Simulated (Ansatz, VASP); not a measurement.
# BiTe: VASP beside Ansatz

```xyz
2
Lattice="0.0000 3.2350 3.2350 3.2350 0.0000 3.2350 3.2350 3.2350 0.0000" Properties=species:S:1:pos:R:3 pbc="T T T"
Bi    0.0000    0.0000    0.0000
Te    3.2350    3.2350    3.2350
```

Alike in both runs: functional PBEsol; k mesh 7 × 7 × 7; occupations fermi-dirac, width 0.05 eV; non-collinear spin, spin-orbit coupling.

|  | VASP | Ansatz |
| --- | --- | --- |
| version | VASP 6.6.1 | Ansatz 0.2.0 |
| potentials or method | VASP PAW PBE potentials, release 64 (Bi_d, Te) | Ansatz PAW |
| plane-wave cutoff (eV) | 520 | 420 |
| valence electrons in the cell | 21 | 31 |
| task | single point | band structure |

Ansatz gave:

```
pressure (GPa)           : -0.3
net moment per atom (μB) : 0.00
```

Question: Estimate VASP's values.

Answer: Pressure (GPa): -0.5; net moment per atom (μB): 0.00.

VASP's potentials were made for PBE, not for PBEsol. VASP's potentials hold 21 valence electrons a cell and Ansatz's 31, so a difference there can come from the potentials and not from the codes.
